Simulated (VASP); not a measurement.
Here is a VASP 6.6.1 calculation.

Contents of INCAR:

```
PREC = Accurate ; ENCUT = 600
EDIFF = 1E-6 ; ISMEAR = -1
SIGMA = 0.02 ; LREAL = F
LASPH = T ; NELM = 120
ALGO = Normal ; ISIF = 2
LWAVE = F ; LCHARG = F
GGA = PE ; NBANDS = 15
GGA_COMPAT = F
```

KPOINTS

```
Automatic mesh
0
Gamma
  9 9 9
```

Contents of POSCAR:

```
TaN
1.0
    0.0000000000      2.1790000000      2.1572100000
    2.1790000000      0.0000000000      2.1572100000
    2.1790000000      2.1790000000      0.0000000000
Ta N
1 1
Direct
    0.5000000000      0.5000000000      0.5000000000
    0.0000000000      0.0000000000      0.0000000000
```

Potentials or basis: VASP PAW PBE potentials, release 64 (Ta_pv, N).

Launch:

```sh
$ cat potpaw_PBE.64/Ta_pv/POTCAR potpaw_PBE.64/N/POTCAR > POTCAR
$ mpirun -np 1 vasp_std > vasp.out
```

Q: Estimate the pressure.

A: 19.5 GPa.

Q: Predict the band gap on the k mesh.

A: Zero (band 8 reaches 11.61 eV, above the bottom of band 9 at 7.72 eV).

Stress tensor (GPa, compression positive):
```
16.63  0.00  0.00
 0.00 16.63  0.00
 0.00  0.00 25.29
```

Caveat: the cell differs from its parent crystal (zz strain of -1 %); spin-orbit coupling is left out, which moves the levels of the heavy elements.
